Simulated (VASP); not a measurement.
# Al16BH3 in VASP: single point with PBE

Aim: the single point of Al16BH3 with PBE.

Everything below comes from runs of VASP 6.6.1. Logs are shortened: lines on timing, memory, paths and dates and some standing lists are left out, and cuts for length are marked.

## Step 1: The cell of the first run

The cell holds a slab with vacuum, 20 atoms: a = 8.100 Å, b = 5.728 Å, c = 16.296 Å, α = 90.00°, β = 90.00°, γ = 90.00°.

## Step 2: Single point, PBE

The input, INCAR:

```
PREC     = Accurate       # precision mode
ENCUT    = 520            # plane-wave cutoff, eV
EDIFF    = 1E-6           # SCF threshold, eV
ISMEAR   = -1             # smearing method
SIGMA    = 0.05           # smearing width, eV
LREAL    = Auto         
LASPH    = T              # aspherical terms in the spheres
NELM     = 60             # most SCF steps
ALGO     = Normal         # electronic algorithm
ISIF     = 2              # what is computed and relaxed
LWAVE    = F              # write WAVECAR
LCHARG   = F              # write CHGCAR
GGA      = PE             # functional
NBANDS   = 43             # bands
```

The input, KPOINTS:

```
regular mesh
0
Gamma
  2 2 1
```

The input, POSCAR:

```
Al16BH3
1.0
    8.1000000000      0.0000000000      0.0000000000
    0.0000000000      5.7275650000      0.0000000000
    0.0000000000      0.0000000000     16.2956740000
Al B H
16 1 3
Direct
    0.2500000000      0.2500000000      0.0613660000
    0.7500000000      0.2500000000      0.0613660000
    0.2500000000      0.7500000000      0.0613660000
    0.7500000000      0.7500000000      0.0613660000
   -0.0006228852     -0.0008122417      0.1407124081
    0.4991580999     -0.0035957681      0.1432261969
   -0.0006700468      0.5012216356      0.1407934968
    0.4991382270      0.5034709072      0.1431118093
    0.2499193727      0.2500256433      0.2292660341
    0.7455543501      0.2500875456      0.2302587023
    0.2494645076      0.7500232858      0.2341834236
    0.7439438748      0.7501574593      0.2357259427
   -0.0024859481      0.0031290178      0.3089675941
    0.4939243651     -0.0079316505      0.3143034809
   -0.0025291388      0.4969094761      0.3091161764
    0.4939939518      0.5080003544      0.3142155632
    0.5034205854      0.2498790666      0.4138181825
    0.6357363609      0.2489872216      0.4475537338
    0.4161821299      0.4209747730      0.4304271010
    0.4124274513      0.0846162524      0.4318632081
```

Potentials or basis: VASP PAW PBE potentials, release 64 (Al, B, H).

The run is started by

```console
> cat potpaw_PBE.64/Al/POTCAR potpaw_PBE.64/B/POTCAR potpaw_PBE.64/H/POTCAR > POTCAR
> mpirun -np 1 vasp_std > vasp.out
```

OUTCAR:

```text
PREC = Accurate
   ENCUT = 520
   EDIFF = 1E-6
   ISMEAR = -1
   LREAL = Auto
   LASPH = T
   NELM = 60
   ISIF = 2
   GGA = PE

 ion  position               nearest neighbor table
   1  0.250  0.250  0.061-   9 2.74   5 2.80   7 2.81   8 2.82   6 2.82   3 2.86   3 2.86
   2  0.750  0.250  0.061-  10 2.75   5 2.80   7 2.80   8 2.83   6 2.83   4 2.86   4 2.86
   3  0.250  0.750  0.061-   7 2.80   5 2.80   8 2.80   6 2.80  11 2.82   1 2.86   1 2.86
   4  0.750  0.750  0.061-   7 2.79   5 2.79   8 2.81   6 2.81  12 2.84   2 2.86   2 2.86
   5  0.999  0.999  0.141-  13 2.74   4 2.79   2 2.80   3 2.80   1 2.80   7 2.85   9 2.87   7 2.88
                            10 2.90  11 2.91  12 2.95
   6  0.499  0.996  0.143-  14 2.79   3 2.80   4 2.81   1 2.82   8 2.82   2 2.83  10 2.85   9 2.86
                            12 2.86  11 2.88   8 2.90
   7  0.999  0.501  0.141-  15 2.74   4 2.79   2 2.80   3 2.80   1 2.81   5 2.85   5 2.88   9 2.88
                            10 2.90  11 2.91  12 2.95
   8  0.499  0.503  0.143-  16 2.79   3 2.80   4 2.81   1 2.82   6 2.82   2 2.83  10 2.85   9 2.86
                            12 2.86  11 2.88   6 2.90
   9  0.250  0.250  0.229-   1 2.74  13 2.80  15 2.81  16 2.83  14 2.83   6 2.86   8 2.86  11 2.86
                            11 2.86   5 2.87   7 2.88
  10  0.746  0.250  0.230-   2 2.75  13 2.79  15 2.80   6 2.85   8 2.85  16 2.86  12 2.86  12 2.87
                            14 2.87   7 2.90   5 2.90
  11  0.249  0.750  0.234-  16 2.75  14 2.75  13 2.78  15 2.79   3 2.82   9 2.86   9 2.86   6 2.88
                             8 2.88   7 2.91   5 2.91
  12  0.744  0.750  0.236-  16 2.77  14 2.77  13 2.78  15 2.78   4 2.84   6 2.86   8 2.86  10 2.86
                            10 2.87   7 2.95   5 2.95
  13  0.998  0.003  0.309-   5 2.74  12 2.78  11 2.78  10 2.79   9 2.80  15 2.83  15 2.90
  14  0.494  0.992  0.314-  20 2.09  17 2.19  11 2.75  12 2.77  16 2.77   6 2.79   9 2.83  10 2.87
                            16 2.96
  15  0.997  0.497  0.309-   7 2.74  12 2.78  11 2.79  10 2.80   9 2.81  13 2.83  13 2.90
  16  0.494  0.508  0.314-  19 2.06  17 2.20  11 2.75  12 2.77  14 2.77   8 2.79   9 2.83  10 2.86
                            14 2.96
  17  0.503  0.250  0.414-  18 1.20  20 1.24  19 1.24  14 2.19  16 2.20
  18  0.636  0.249  0.448-  17 1.20
  19  0.416  0.421  0.430-  17 1.24  16 2.06
  20  0.412  0.085  0.432-  17 1.24  14 2.09

  LATTYP: Found a simple orthorhombic cell.
 ALAT       =     5.7275650000
 B/A-ratio  =     1.4142135445
 C/A-ratio  =     2.8451312207

  Lattice vectors:

 A1 = (   0.0000000000,  -5.7275650000,   0.0000000000)
 A2 = (   8.1000000000,   0.0000000000,   0.0000000000)
 A3 = (   0.0000000000,   0.0000000000,  16.2956740000)

Analysis of symmetry for initial positions (statically):
=====================================================================
 Subroutine PRICEL returns:
 Original cell was already a primitive cell.

 Routine SETGRP: Setting up the symmetry group for a
 simple orthorhombic supercell.

 Subroutine GETGRP returns: Found  1 space group operations
 (whereof  1 operations were pure point group operations)
 out of a pool of  8 trial point group operations.

The static configuration has the point symmetry C_1 .

Analysis of symmetry for dynamics (positions and initial velocities):
=====================================================================
 Subroutine PRICEL returns:
 Original cell was already a primitive cell.

 Routine SETGRP: Setting up the symmetry group for a
 simple orthorhombic supercell.

 Subroutine GETGRP returns: Found  1 space group operations
 (whereof  1 operations were pure point group operations)
 out of a pool of  8 trial point group operations.

The dynamic configuration has the point symmetry C_1 .

 Subroutine INISYM returns: Found  1 space group operations
 (whereof  1 operations are pure point group operations),
 and found     1 'primitive' translations

----------------------------------------------------------------------------------------

                                     Primitive cell

  volume of cell :     756.0097

  direct lattice vectors                    reciprocal lattice vectors
     8.100000000  0.000000000  0.000000000     0.123456790  0.000000000  0.000000000
     0.000000000  5.727565000  0.000000000     0.000000000  0.174594265  0.000000000
     0.000000000  0.000000000 16.295674000     0.000000000  0.000000000  0.061365980

  length of vectors
     8.100000000  5.727565000 16.295674000     0.123456790  0.174594265  0.061365980

  position of ions in fractional coordinates (direct lattice)
     0.250000000  0.250000000  0.061366000
     0.750000000  0.250000000  0.061366000
     0.250000000  0.750000000  0.061366000
     0.750000000  0.750000000  0.061366000
     0.999377115  0.999187758  0.140712408
     0.499158100  0.996404232  0.143226197
[... 12 lines left out ...]
     0.416182130  0.420974773  0.430427101
     0.412427451  0.084616252  0.431863208

  ion indices of the primitive-cell ions
   primitive index   ion index
                 1           1
                 2           2
                 3           3
                 4           4
                 5           5
                 6           6
[... 12 lines left out ...]
                19          19
                20          20

----------------------------------------------------------------------------------------

 KPOINTS: regular mesh

Automatic generation of k-mesh.
 Grid dimensions read from file:
 generate k-points for:    2    2    1

 Generating k-lattice:

  Cartesian coordinates                     Fractional coordinates (reciprocal lattice)
     0.061728395  0.000000000  0.000000000     0.500000000  0.000000000  0.000000000
     0.000000000  0.087297132  0.000000000     0.000000000  0.500000000  0.000000000
     0.000000000  0.000000000  0.061365980     0.000000000  0.000000000  1.000000000

  Length of vectors
     0.061728395  0.087297132  0.061365980

  Shift w.r.t. Gamma in fractional coordinates (k-lattice)
     0.000000000  0.000000000  0.000000000

 Subroutine IBZKPT returns following result:
 ===========================================

 Found      4 irreducible k-points:

 Following reciprocal coordinates:
            Coordinates               Weight
  0.000000  0.000000  0.000000      1.000000
  0.500000  0.000000  0.000000      1.000000
  0.000000  0.500000  0.000000      1.000000
  0.500000  0.500000  0.000000      1.000000
   k-points           NKPTS =      4   k-points in BZ     NKDIM =      4   number of bands    NBANDS=     43
   number of dos      NEDOS =    301   number of ions     NIONS =     20
   total plane-waves  NPLWV = 362880
   dimension x,y,z NGX =    60 NGY =   48 NGZ =  126
   dimension x,y,z NGXF=   120 NGYF=   96 NGZF=  252
   ions per type =              16   1   3
   NGX,Y,Z   is equivalent  to a cutoff of  12.31, 13.93, 12.85 a.u.
   NGXF,Y,Z  is equivalent  to a cutoff of  24.63, 27.86, 25.71 a.u.
 SYSTEM =  unknown system
   PREC   = accura    normal or accurate (medium, high low for compatibility)
   ISTART =      0    job   : 0-new  1-cont  2-samecut
   ICHARG =      2    charge: 1-file 2-atom 10-const
   ISPIN  =      1    spin polarized calculation?
   LNONCOLLINEAR =      F non collinear calculations
   LSORBIT =      F    spin-orbit coupling
   LASPH  =      T    aspherical Exc in radial PAW
   ENCUT  =  520.0 eV  38.22 Ry    6.18 a.u.  15.06 10.65 30.30*2*pi/ulx,y,z
   NELM   =     60;   NELMIN=  2; NELMDL= -5     # of ELM steps
   EDIFF  = 0.1E-05   stopping-criterion for ELM
   LREAL  =      T    real-space projection
   EDIFFG = 0.1E-04   stopping-criterion for IOM
   NSW    =      0    number of steps for IOM
   IBRION =     -1    ionic relax: 0-MD 1-quasi-New 2-CG
   NFREE  =      0    steps in history (QN), initial steepest desc. (CG)
   ISIF   =      2    stress and relaxation
   ISYM   =      2    0-nonsym 1-usesym 2-fastsym
   POTIM  = 0.5000    time-step for ionic-motion
   TEBEG  =    0.0;   TEEND  =   0.0 temperature during run
   PSTRESS=    0.0 pullay stress
   NELECT =      54.0000    total number of electrons
   NUPDOWN=      -1.0000    fix difference up-down
   EMIN   =  10.00;   EMAX   =-10.00  energy-range for DOS
   EFERMI =   0.00;   METHOD = LEGACY
   ISMEAR =    -1;   SIGMA  =   0.05  broadening in eV -4-tet -1-fermi 0-gaus
   EFERMI_NEDOS =   21; number of points for ismear=-14 and -15
   IALGO  =     38    algorithm
   IMIX   =      4    mixing-type and parameters
     AMIX     =   0.40;   BMIX     =  1.00
     AMIX_MAG =   1.60;   BMIX_MAG =  1.00
  volume/ion in A,a.u.               =      37.80       255.09
  Fermi-wavevector in a.u.,A,eV,Ry     =   0.679251  1.283598  6.277482  0.461382
  Thomas-Fermi vector in A             =   1.757394
   LORBIT       =      0    0 simple, 1 ext, 2 COOP (PROOUT), +10 PAW based schemes
   GGA     = PE    functional components
   LHFCALC =     F    Hartree Fock is set to
   AEXX    =    0.0000 exact exchange contribution
   IVDW    =     0    specifies the selected vdW correction
   LEPSILON=     F    determine dielectric tensor
   LRPA    =     F    only Hartree local field effects (RPA)
 non-spin polarized calculation
  energy-cutoff  :      520.00
  volume of cell :      756.01
 maximum number of plane-waves:     20408
   NGX = 31   NGY = 21   NGZ = 61

 number of electron      54.0000000 magnetization

 Free energy of the ion-electron system (eV)
  ---------------------------------------------------
  ext. energy  EPLUGINS =         0.00000000
  ---------------------------------------------------
  free energy    TOTEN  =       -71.63508627 eV

  energy without entropy =      -71.61709264  energy(sigma->0) =      -71.62608946

 E-fermi :   0.2493     XC(G=0):  -5.0179

 val. band max:        0.1036230630   @ k =   0.5000   0.0000   0.0000
 cond. band min:       0.4066587283   @ k =   0.0000   0.5000   0.0000
 fundamental gap:      0.3030356652
 Fermi energy:         0.2492927151

 k-point     1 :       0.0000    0.0000    0.0000
  band No.  band energies     occupation
      1     -10.1432      2.00000
      2      -9.2836      2.00000
      3      -7.8253      2.00000
      4      -7.7754      2.00000
      5      -7.3238      2.00000
      6      -5.7763      2.00000
[... 31 lines left out ...]
     38       2.3291      0.00000
     39       2.6517      0.00000

 k-point     2 :       0.5000    0.0000    0.0000
  band No.  band energies     occupation
      1      -9.8022      2.00000
      2      -9.4814      2.00000
      3      -8.9828      2.00000
      4      -7.0569      2.00000
      5      -6.7246      2.00000
      6      -5.5113      2.00000
[... 31 lines left out ...]
     38       2.3316      0.00000
     39       2.6391      0.00000

 k-point     3 :       0.0000    0.5000    0.0000
  band No.  band energies     occupation
      1      -9.4484      2.00000
      2      -8.9424      2.00000
      3      -8.6961      2.00000
      4      -6.8911      2.00000
      5      -6.7362      2.00000
      6      -6.7145      2.00000
[... 31 lines left out ...]
     38       2.4829      0.00000
     39       2.6142      0.00000

 k-point     4 :       0.5000    0.5000    0.0000
  band No.  band energies     occupation
      1      -9.3900      2.00000
      2      -8.4334      2.00000
      3      -8.3839      2.00000
      4      -8.3491      2.00000
      5      -8.1107      2.00000
      6      -6.3311      2.00000
[... 31 lines left out ...]
     38       2.9461      0.00000
     39       2.9998      0.00000
 [bands above 39 left out]

------------------------ aborting loop because EDIFF is reached ----------------------------------------

  FORCE on cell =-STRESS in cart. coord.  units (eV):
  Direction    XX          YY          ZZ          XY          YZ          ZX
  --------------------------------------------------------------------------------------
  -------------------------------------------------------------------------------------
  Total        0.2179785    -12.5708349     -0.0740662     -0.0000214     -0.0062748     -0.0123758
  in kB        0.4619520    -26.6408042     -0.1569651     -0.0000454     -0.0132979     -0.0262275
  external PRESSURE =      -8.7786058 kB  Pullay stress =       0.0000000 kB

 VOLUME and BASIS-vectors are now :
 -----------------------------------------------------------------------------
  energy-cutoff  :      520.00
  volume of cell :      756.01
      direct lattice vectors                 reciprocal lattice vectors
     8.100000000  0.000000000  0.000000000     0.123456790  0.000000000  0.000000000
     0.000000000  5.727565000  0.000000000     0.000000000  0.174594265  0.000000000
     0.000000000  0.000000000 16.295674000     0.000000000  0.000000000  0.061365980

 POSITION                                       TOTAL-FORCE (eV/Angst)
 -----------------------------------------------------------------------------------
      2.02500      1.43189      1.00000         0.139122      0.001071     -0.102449
      6.07500      1.43189      1.00000        -0.136798      0.001540     -0.070766
      2.02500      4.29567      1.00000         0.230064      0.000099      0.076121
      6.07500      4.29567      1.00000        -0.229278     -0.000633      0.095923
      8.09495      5.72291      2.29300        -0.003091     -0.003106      0.000319
      4.04318      5.70697      2.33397         0.001053      0.001602     -0.001489
[... 12 lines left out ...]
      3.37108      2.41116      7.01410        -0.015055      0.014286     -0.002559
      3.34066      0.48465      7.03750        -0.016156     -0.015822     -0.001227
 -----------------------------------------------------------------------------------
    total drift:                                0.009823     -0.001193     -0.005390

  FREE ENERGIE OF THE ION-ELECTRON SYSTEM (eV)
  ---------------------------------------------------
  free  energy   TOTEN  =       -71.6350862726 eV

  energy  without entropy=      -71.6170926428  energy(sigma->0) =      -71.62608946
```

It took 2.5 min on 1 thread of Intel Xeon 6975P-C (Granite Rapids), shared host; peak memory 0.72 GiB.

What came out:

```
Free energy            : -71.6351 eV
Largest force          : 0.249 eV/Å
Band gap on the k mesh : zero (band 27 reaches 0.68 eV, above the bottom of band 28 at 0.03 eV)
```

Forces in eV/Å, atoms in the order of the input:
```
Al   0.139  0.001 -0.102
Al  -0.137  0.002 -0.071
Al   0.230  0.000  0.076
Al  -0.229 -0.001  0.096
Al  -0.003 -0.003  0.000
Al   0.001  0.002 -0.001
Al  -0.001 -0.001  0.000
Al   0.001  0.001 -0.001
Al   0.000  0.001 -0.005
Al   0.004  0.000 -0.001
Al  -0.005  0.000  0.000
Al   0.002 -0.002  0.004
Al  -0.003  0.000  0.004
Al   0.001  0.003  0.005
Al  -0.002  0.001 -0.003
Al   0.001 -0.001  0.008
B    0.024 -0.001 -0.008
H    0.007  0.000  0.005
H   -0.015  0.014 -0.003
H   -0.016 -0.016 -0.001
```

Caveat: the k points lie up to 0.55 Å⁻¹ apart.
